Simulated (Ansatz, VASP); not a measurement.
## KI in VASP and in Ansatz

```
K I
1.0
     0.00000    3.55617    3.55617
     3.55617    0.00000    3.55617
     3.55617    3.55617    0.00000
K I
1 1
Direct
  0.00000 0.00000 0.00000
  0.50000 0.50000 0.50000
```

Alike in both runs: task single point; functional PBE; k mesh 6 × 6 × 6; no spin polarisation.

```csv
,VASP,Ansatz
version,VASP 6.6.1,Ansatz 0.2.0
potentials or method,"VASP PAW PBE potentials, release 64 (K_sv, I), cutoff 500 eV","plane waves, PAW"
occupations,"gaussian, width 0.01 eV",fixed
valence electrons in the cell,16,26
```

VASP gave:

```
pressure (GPa) : 0.4
```

Task: Which values does Ansatz return?

Result: Pressure (GPa): 0.3.

VASP's potentials hold 16 valence electrons a cell and Ansatz's 26, so a difference there can come from the potentials and not from the codes.

Neither program's run includes spin-orbit coupling.
